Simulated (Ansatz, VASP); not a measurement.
As: VASP beside Ansatz

```
CELL_PARAMETERS angstrom
2.70368 0.00000 0.00000
0.00000 2.70368 0.00000
0.00000 0.00000 2.70368
ATOMIC_POSITIONS crystal
As 0.50000 0.50000 0.50000
```

Alike in both runs: task single point; functional LDA; k mesh 5 × 5 × 5; no spin polarisation.

```csv
,VASP,Ansatz
version,VASP 6.6.1,Ansatz 0.2.0
potentials or method,"VASP PAW LDA potentials, release 64 (As), cutoff 500 eV",all-electron (LAPW or listed datasets)
occupations,"methfessel-paxton of order 1, width 0.01 eV","cold, width 0.01 eV"
```

|  | VASP | Ansatz | Ansatz less VASP |
| --- | --- | --- | --- |
| pressure (GPa) | -1.8 | -2.1 | -0.33 |

LDA's correlation is that of Perdew and Zunger in VASP and of Perdew and Wang (1992) in Ansatz. Ansatz ran all-electron here, and VASP with PAW potentials.

The k mesh is coarse, so the values compare programs but aren't converged.
